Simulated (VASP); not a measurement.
# AlRu (P4/mmm) in VASP: single point with PBEsol

Aim: the single point of AlRu with PBEsol.

Everything below comes from runs of VASP 6.6.1. Logs are shortened: lines on timing, memory, paths and dates and some standing lists are left out, and cuts for length are marked.

### Step 1. The cell of the first run

It takes space group P4/mmm (No. 123, tetragonal). Conventional cell: a = 2.842 Å, b = 2.842 Å, c = 3.141 Å, α = 90.00°, β = 90.00°, γ = 90.00°. Within 3.4 Å of Al (site symmetry 4/mmm) lie 8 Ru at 2.55 Å and 6 Al at 2.84 to 3.14 Å. Ru (site symmetry 4/mmm) has 8 Al at 2.55 Å and 6 Ru at 2.84 to 3.14 Å within 3.4 Å.

### Step 2. Single point, PBEsol (strain -0.050 along x and y, +0.050 along z)

Contents of INCAR:

```
SYSTEM = AlRu
ALGO = Fast
EDIFF = 1E-7
ENCUT = 520
GGA = PS
ISIF = 2
ISMEAR = 0
LASPH = .TRUE.
LCHARG = .TRUE.
LELF = .TRUE.
LREAL = .FALSE.
LVHAR = .TRUE.
LWAVE = .FALSE.
NBANDS = 16
NELM = 80
PREC = Accurate
SIGMA = 0.15
```

Contents of KPOINTS:

```
k-points
0
G
  16 16 16
  0 0 0
```

Contents of POSCAR:

```
AlRu
1.0
    2.8420200000      0.0000000000      0.0000000000
    0.0000000000      2.8420200000      0.0000000000
    0.0000000000      0.0000000000      3.1411800000
Al Ru
1 1
Direct
    0.0000000000      0.0000000000      0.0000000000
    0.5000000000      0.5000000000      0.5000000000
```

Potentials or basis: VASP PAW PBE potentials, release 64 (Al, Ru_pv).

Launch:

```console
cat potpaw_PBE.64/Al/POTCAR potpaw_PBE.64/Ru_pv/POTCAR > POTCAR
mpirun -np 1 vasp_std > vasp.out
```

OUTCAR:

```text
SYSTEM = AlRu
   EDIFF = 1E-7
   ENCUT = 520
   GGA = PS
   ISIF = 2
   ISMEAR = 0
   LASPH = .TRUE.
   LREAL = .FALSE.
   NELM = 80
   PREC = Accurate

 ion  position               nearest neighbor table
   1  0.000  0.000  0.000-   2 2.55   2 2.55   2 2.55   2 2.55   2 2.55   2 2.55   2 2.55   2 2.55

   2  0.500  0.500  0.500-   1 2.55   1 2.55   1 2.55   1 2.55   1 2.55   1 2.55   1 2.55   1 2.55

  LATTYP: Found a simple tetragonal cell.
 ALAT       =     2.8420200000
 C/A-ratio  =     1.1052631579

  Lattice vectors:

 A1 = (   2.8420200000,   0.0000000000,   0.0000000000)
 A2 = (   0.0000000000,   2.8420200000,   0.0000000000)
 A3 = (   0.0000000000,   0.0000000000,   3.1411800000)

Analysis of symmetry for initial positions (statically):
=====================================================================
 Subroutine PRICEL returns:
 Original cell was already a primitive cell.

 Routine SETGRP: Setting up the symmetry group for a
 simple tetragonal supercell.

 Subroutine GETGRP returns: Found 16 space group operations
 (whereof 16 operations were pure point group operations)
 out of a pool of 16 trial point group operations.

The static configuration has the point symmetry D_4h.

Analysis of symmetry for dynamics (positions and initial velocities):
=====================================================================
 Subroutine PRICEL returns:
 Original cell was already a primitive cell.

 Routine SETGRP: Setting up the symmetry group for a
 simple tetragonal supercell.

 Subroutine GETGRP returns: Found 16 space group operations
 (whereof 16 operations were pure point group operations)
 out of a pool of 16 trial point group operations.

The dynamic configuration has the point symmetry D_4h.

 Subroutine INISYM returns: Found 16 space group operations
 (whereof 16 operations are pure point group operations),
 and found     1 'primitive' translations

----------------------------------------------------------------------------------------

                                     Primitive cell

  volume of cell :      25.3716

  direct lattice vectors                    reciprocal lattice vectors
     2.842020000  0.000000000  0.000000000     0.351862408  0.000000000  0.000000000
     0.000000000  2.842020000  0.000000000     0.000000000  0.351862408  0.000000000
     0.000000000  0.000000000  3.141180000     0.000000000  0.000000000  0.318351702

  length of vectors
     2.842020000  2.842020000  3.141180000     0.351862408  0.351862408  0.318351702

  position of ions in fractional coordinates (direct lattice)
     0.000000000  0.000000000  0.000000000
     0.500000000  0.500000000  0.500000000

  ion indices of the primitive-cell ions
   primitive index   ion index
                 1           1
                 2           2

----------------------------------------------------------------------------------------

 KPOINTS: k-points

Automatic generation of k-mesh.
 Grid dimensions read from file:
 generate k-points for:   16   16   16

 Generating k-lattice:

  Cartesian coordinates                     Fractional coordinates (reciprocal lattice)
     0.021991400  0.000000000  0.000000000     0.062500000  0.000000000  0.000000000
     0.000000000  0.021991400  0.000000000     0.000000000  0.062500000  0.000000000
     0.000000000  0.000000000  0.019896981     0.000000000  0.000000000  0.062500000

  Length of vectors
     0.021991400  0.021991400  0.019896981

  Shift w.r.t. Gamma in fractional coordinates (k-lattice)
     0.000000000  0.000000000  0.000000000

 Subroutine IBZKPT returns following result:
 ===========================================

 Found    405 irreducible k-points:

 Following reciprocal coordinates:
            Coordinates               Weight
  0.000000  0.000000  0.000000      1.000000
  0.062500  0.000000  0.000000      4.000000
  0.125000  0.000000  0.000000      4.000000
  0.187500  0.000000  0.000000      4.000000
  0.250000  0.000000  0.000000      4.000000
  0.312500  0.000000  0.000000      4.000000
[... 16 lines left out ...]
  0.437500  0.125000  0.000000      8.000000
  0.500000  0.125000  0.000000      4.000000
 [... further k-points ...]
   k-points           NKPTS =    405   k-points in BZ     NKDIM =    405   number of bands    NBANDS=     16
   number of dos      NEDOS =    301   number of ions     NIONS =      2
   total plane-waves  NPLWV =  13824
   dimension x,y,z NGX =    24 NGY =   24 NGZ =   24
   dimension x,y,z NGXF=    48 NGYF=   48 NGZF=   48
   ions per type =               1   1
   NGX,Y,Z   is equivalent  to a cutoff of  14.04, 14.04, 12.70 a.u.
   NGXF,Y,Z  is equivalent  to a cutoff of  28.08, 28.08, 25.40 a.u.
 SYSTEM =  AlRu
   PREC   = accura    normal or accurate (medium, high low for compatibility)
   ISTART =      0    job   : 0-new  1-cont  2-samecut
   ICHARG =      2    charge: 1-file 2-atom 10-const
   ISPIN  =      1    spin polarized calculation?
   LNONCOLLINEAR =      F non collinear calculations
   LSORBIT =      F    spin-orbit coupling
   LASPH  =      T    aspherical Exc in radial PAW
   ENCUT  =  520.0 eV  38.22 Ry    6.18 a.u.   5.28  5.28  5.84*2*pi/ulx,y,z
   NELM   =     80;   NELMIN=  2; NELMDL= -5     # of ELM steps
   EDIFF  = 0.1E-06   stopping-criterion for ELM
   LREAL  =      F    real-space projection
   EDIFFG = 0.1E-05   stopping-criterion for IOM
   NSW    =      0    number of steps for IOM
   IBRION =     -1    ionic relax: 0-MD 1-quasi-New 2-CG
   NFREE  =      0    steps in history (QN), initial steepest desc. (CG)
   ISIF   =      2    stress and relaxation
   ISYM   =      2    0-nonsym 1-usesym 2-fastsym
   POTIM  = 0.5000    time-step for ionic-motion
   TEBEG  =    0.0;   TEEND  =   0.0 temperature during run
   PSTRESS=    0.0 pullay stress
   NELECT =      17.0000    total number of electrons
   NUPDOWN=      -1.0000    fix difference up-down
   EMIN   =  10.00;   EMAX   =-10.00  energy-range for DOS
   EFERMI =   0.00;   METHOD = LEGACY
   ISMEAR =     0;   SIGMA  =   0.15  broadening in eV -4-tet -1-fermi 0-gaus
   EFERMI_NEDOS =   21; number of points for ismear=-14 and -15
   IALGO  =     68    algorithm
   IMIX   =      4    mixing-type and parameters
     AMIX     =   0.40;   BMIX     =  1.00
     AMIX_MAG =   1.60;   BMIX_MAG =  1.00
  volume/ion in A,a.u.               =      12.69        85.61
  Fermi-wavevector in a.u.,A,eV,Ry     =   1.432547  2.707121 27.921739  2.052190
  Thomas-Fermi vector in A             =   2.552162
   LORBIT       =      0    0 simple, 1 ext, 2 COOP (PROOUT), +10 PAW based schemes
   GGA     = PS    functional components
   LHFCALC =     F    Hartree Fock is set to
   AEXX    =    0.0000 exact exchange contribution
   IVDW    =     0    specifies the selected vdW correction
   LEPSILON=     F    determine dielectric tensor
   LRPA    =     F    only Hartree local field effects (RPA)
 non-spin polarized calculation
 RMM-DIIS sequential band-by-band and
 Gauss-broadening in eV      SIGMA  =   0.15
  energy-cutoff  :      520.00
  volume of cell :       25.37
 maximum number of plane-waves:       712
 NGX is ok and might be reduce to    24
   NGX = 11   NGY = 11   NGZ = 11

 number of electron      16.9999998 magnetization

 Free energy of the ion-electron system (eV)
  ---------------------------------------------------
  ext. energy  EPLUGINS =         0.00000000
  ---------------------------------------------------
  free energy    TOTEN  =       -15.40027604 eV

  energy without entropy =      -15.38417592  energy(sigma->0) =      -15.39222598

 E-fermi :  11.4522     XC(G=0): -12.9653

 val. band max:       11.4513454915   @ k =   0.4375   0.4375   0.3750
 cond. band min:      11.4527656377   @ k =   0.4375   0.0625   0.1250
 fundamental gap:      0.0014201462
 Fermi energy:        11.4522366695

 k-point     1 :       0.0000    0.0000    0.0000
  band No.  band energies     occupation
      1     -30.4157      2.00000
      2     -30.2802      2.00000
      3     -30.2802      2.00000
      4       1.3587      2.00000
      5       7.4134      2.00000
      6       7.5013      2.00000
[... 8 lines left out ...]
     15      23.3877      0.00000
     16      27.8065      0.00000

 k-point     2 :       0.0625    0.0000    0.0000
  band No.  band energies     occupation
      1     -30.4144      2.00000
      2     -30.2939      2.00000
      3     -30.2791      2.00000
      4       1.4421      2.00000
      5       7.4544      2.00000
      6       7.5427      2.00000
[... 8 lines left out ...]
     15      23.3883      0.00000
     16      28.0902      0.00000

 k-point     3 :       0.1250    0.0000    0.0000
  band No.  band energies     occupation
      1     -30.4107      2.00000
      2     -30.3328      2.00000
      3     -30.2758      2.00000
      4       1.6889      2.00000
      5       7.5617      2.00000
      6       7.6616      2.00000
[... 8 lines left out ...]
     15      23.4956      0.00000
     16      28.9593      0.00000

 k-point     4 :       0.1875    0.0000    0.0000
  band No.  band energies     occupation
      1     -30.4052      2.00000
      2     -30.3906      2.00000
      3     -30.2708      2.00000
      4       2.0886      2.00000
      5       7.7128      2.00000
      6       7.8122      2.00000
[... 8 lines left out ...]
     15      24.0525      0.00000
     16      28.5779      0.00000
[... 324 lines left out ...]
 k-point    22 :       0.3750    0.1250    0.0000
  band No.  band energies     occupation
      1     -30.5753      2.00000
      2     -30.3815      2.00000
      3     -30.3047      2.00000
      4       4.2751      2.00000
      5       7.3334      2.00000
      6       8.4893      2.00000
[... 8 lines left out ...]
     15      24.9670      0.00000
     16      25.3857      0.00000

 k-point    23 :       0.4375    0.1250    0.0000
  band No.  band energies     occupation
      1     -30.6125      2.00000
      2     -30.3778      2.00000
      3     -30.3011      2.00000
      4       5.0462      2.00000
      5       6.6745      2.00000
      6       8.6388      2.00000
[... 8 lines left out ...]
     15      23.9991      0.00000
     16      24.2426      0.00000

 k-point    24 :       0.5000    0.1250    0.0000
  band No.  band energies     occupation
      1     -30.6255      2.00000
      2     -30.3765      2.00000
      3     -30.2999      2.00000
      4       5.6768      2.00000
      5       6.0742      2.00000
      6       8.6981      2.00000
[... 8 lines left out ...]
     15      23.4798      0.00000
     16      23.6364      0.00000

 [... further k-points ...]

------------------------ aborting loop because EDIFF is reached ----------------------------------------

  FORCE on cell =-STRESS in cart. coord.  units (eV):
  Direction    XX          YY          ZZ          XY          YZ          ZX
  --------------------------------------------------------------------------------------
  -------------------------------------------------------------------------------------
  Total        2.6059550      2.6059550     -0.2598468      0.0000000      0.0000000      0.0000000
  in kB      164.5623246    164.5623246    -16.4089558      0.0000000      0.0000000      0.0000000
  external PRESSURE =     104.2385644 kB  Pullay stress =       0.0000000 kB

 VOLUME and BASIS-vectors are now :
 -----------------------------------------------------------------------------
  energy-cutoff  :      520.00
  volume of cell :       25.37
      direct lattice vectors                 reciprocal lattice vectors
     2.842020000  0.000000000  0.000000000     0.351862408  0.000000000  0.000000000
     0.000000000  2.842020000  0.000000000     0.000000000  0.351862408  0.000000000
     0.000000000  0.000000000  3.141180000     0.000000000  0.000000000  0.318351702

 POSITION                                       TOTAL-FORCE (eV/Angst)
 -----------------------------------------------------------------------------------
      0.00000      0.00000      0.00000         0.000000      0.000000      0.000000
      1.42101      1.42101      1.57059         0.000000      0.000000      0.000000
 -----------------------------------------------------------------------------------
    total drift:                                0.000000     -0.000000     -0.000000

  FREE ENERGIE OF THE ION-ELECTRON SYSTEM (eV)
  ---------------------------------------------------
  free  energy   TOTEN  =       -15.4002760424 eV

  energy  without entropy=      -15.3841759243  energy(sigma->0) =      -15.39222598
```

Run time: 96 s. Hardware: 1 thread of AMD EPYC 9R45 (Zen 5), shared host; peak memory 0.24 GiB.

What came out:

- Free energy: -15.4003 eV
- Pressure: 10.4 GPa

Stress tensor (GPa, compression positive):
```
16.46  0.00  0.00
 0.00 16.46  0.00
 0.00  0.00 -1.64
```

Levels at points of the mesh, in eV from the Fermi level:
```csv
k point,band 5,band 6,band 7,band 8,band 9,band 10,band 11,band 12,band 13,band 14
"(0.00, 0.00, 0.00)",-4.04,-3.95,-0.01,-0.01,0.61,4.29,7.34,7.34,10.96,11.08
"(0.50, 0.00, 0.00)",-5.27,-3.01,-2.60,-1.40,0.35,3.04,7.18,9.55,12.12,12.52
"(0.50, 0.50, 0.00)",-3.12,-1.94,-1.94,-1.09,-1.09,2.10,6.49,7.14,9.52,11.94
"(0.00, 0.00, 0.50)",-6.33,-3.36,-1.32,-1.32,0.77,1.19,7.50,12.12,12.12,12.98
"(0.50, 0.00, 0.50)",-3.50,-2.00,-1.29,-1.15,-0.83,1.20,5.37,6.43,11.87,11.94
"(0.50, 0.50, 0.50)",-4.93,-4.93,1.29,2.15,2.90,3.74,4.43,4.43,8.43,8.43
```

Caveat: the cell differs from its parent crystal (strain -0.050 along x and y, +0.050 along z); the PAW data sets were made with another functional, which shifts forces and pressure a little.
